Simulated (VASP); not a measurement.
A run of VASP 6.6.1 is set up as follows.

The input INCAR:

```
PREC = Accurate
ENCUT = 520
EDIFF = 1E-6
ISMEAR = 1
SIGMA = 0.1
LREAL = False
LASPH = True
NELM = 150
ALGO = Normal
ISIF = 2
LWAVE = False
LCHARG = True
ISPIN = 2
MAGMOM = 0.672
LORBIT = 11
LMAXMIX = 4
GGA = PE
LELF = True
LVHAR = True
NBANDS = 15
```

File KPOINTS:

```
regular mesh
0
Gamma
  15 15 15
```

Contents of POSCAR:

```
Ni
1.0
    0.0000000000      1.7596893266      1.7596893266
    1.7596893266      0.0000000000      1.7596893266
    1.7596893266      1.7596893266      0.0000000000
Ni
1
Direct
    0.0000000000      0.0000000000      0.0000000000
```

Potentials or basis: VASP PAW PBE potentials, release 64 (Ni).

Run with:

```console
$ cat potpaw_PBE.64/Ni/POTCAR > POTCAR
$ mpirun -np 1 vasp_std > vasp.out
```

(1) Predict the pressure.

(2) Estimate the site moments.

(3) Estimate the net moment.

## Answers

(1) -0.2 GPa.

(2) Ni +0.66 μB.

(3) 0.65 μB per cell.
